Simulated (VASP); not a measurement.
# MgCd3Se4: single point with PBE

The system is MgCd3Se4.

```
CELL_PARAMETERS angstrom
6.34007 0.00000 0.00000
0.00000 6.34007 0.00000
0.00000 0.00000 6.34007
ATOMIC_POSITIONS crystal
Mg 0.50000 0.50000 0.50000
Cd 0.00000 0.50000 0.50000
Cd 0.50000 0.00000 0.50000
Cd 0.50000 0.50000 0.00000
Se 0.26106 0.26106 0.26106
Se 0.26106 0.73894 0.73894
Se 0.73894 0.73894 0.26106
Se 0.73894 0.26106 0.73894
```

The cell was built from a structure type or drawn by symmetry, and may not be a known phase.

- Program: VASP 6.6.1
- Task: single point
- Functional: PBE
- Potentials or basis: VASP PAW PBE potentials, release 64 (Mg, Cd, Se)
- Cutoff: 600 eV
- k mesh: 2 × 2 × 2
- Occupations: gaussian, width 0.15 eV
- Spin: no spin polarisation

| Item | Value |
| --- | --- |
| Pressure | 0.5 GPa |
| Largest force | 0.083 eV/Å |
| Band gap on the k mesh | 1.09 eV |

Forces in eV/Å, atoms in the order of the input:
```
Mg   0.000  0.000  0.000
Cd   0.000  0.000  0.000
Cd   0.000  0.000  0.000
Cd   0.000  0.000  0.000
Se  -0.048 -0.048 -0.048
Se  -0.048  0.048  0.048
Se   0.048  0.048 -0.048
Se   0.048 -0.048  0.048
```

Levels at points of the mesh, in eV from the valence-band top:
| k point | band 28 | band 29 | band 30 | band 31 | band 32 | band 33 | band 34 | band 35 |
| --- | --- | --- | --- | --- | --- | --- | --- | --- |
| (0.00, 0.00, 0.00) | -1.37 | 0.00 | 0.00 | 0.00 | 1.09 | 3.50 | 3.50 | 3.50 |
| (0.50, 0.00, 0.00) | -0.98 | -0.95 | -0.38 | -0.38 | 2.94 | 3.70 | 4.33 | 4.73 |
| (0.50, 0.50, 0.00) | -0.86 | -0.51 | -0.51 | -0.42 | 3.46 | 3.46 | 4.02 | 4.79 |
| (0.50, 0.50, 0.50) | -0.53 | -0.40 | -0.40 | -0.40 | 2.51 | 2.51 | 2.51 | 4.36 |

Wall time 40 s on 1 thread of Intel(R) Xeon(R) 6975P-C (Granite Rapids) (shared host), peak memory 0.43 GiB.

Caveat: the k points lie up to 0.50 Å⁻¹ apart.
